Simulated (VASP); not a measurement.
Write the native input for VASP 6.6.1 that does the following.

| Item | Value |
| --- | --- |
| Task | single point |
| Functional | PBE |
| Potentials or basis | VASP PAW PBE potentials, release 64 (Si, C) |
| Cutoff | 520 eV |
| k mesh | 18 × 18 × 2 |
| Occupations | gaussian, width 0.1 eV |
| Spin | no spin polarisation |
| Dipole correction | no |
| Further INCAR settings | ALGO = Normal; EDIFF = 1e-06; NBANDS = 31 |

The structure of SiC4 lies in POSCAR:

```
SiC4
1.0
    2.4699090035      0.0000000000      0.0000000000
   -1.2349545017      2.1390039421      0.0000000000
    0.0000000000      0.0000000000     26.7163133855
Si C
2 8
Direct
    0.3333333333      0.6666666667      0.7500000000
    0.6666666667      0.3333333333      0.2500000000
    0.3333333333      0.6666666667      0.9176311866
    0.3333333333      0.6666666667      0.0823670911
    0.3333333333      0.6666666667      0.4176329089
    0.3333333333      0.6666666667      0.5823688134
    0.6666666667      0.3333333333      0.5823670911
    0.6666666667      0.3333333333      0.9176329089
    0.6666666667      0.3333333333      0.0823688134
    0.6666666667      0.3333333333      0.4176311866
```

The input as run:

INCAR

```
PREC = Accurate ; ENCUT = 520
EDIFF = 1E-6 ; ISMEAR = 0
SIGMA = 0.1 ; LREAL = F
LASPH = T ; NELM = 60
ALGO = Normal ; ISIF = 2
LWAVE = F ; LCHARG = F
GGA = PE ; NBANDS = 31
```

KPOINTS

```
regular mesh
0
Gamma
  18 18 2
```

Potentials or basis: VASP PAW PBE potentials, release 64 (Si, C).

Run with:

```sh
$ cat potpaw_PBE.64/Si/POTCAR potpaw_PBE.64/C/POTCAR > POTCAR
$ mpirun -np 1 vasp_std > vasp.out
```

Results of the run:

```json
{
 "Pressure": "0.2 GPa",
 "Band gap on the k mesh": "zero (band 20 reaches 3.59 eV, above the bottom of band 21 at 2.63 eV)"
}
```

Run time: 4.5 min on 1 thread of AMD EPYC 9R14 (Zen 4) (shared host), peak memory 0.35 GiB.
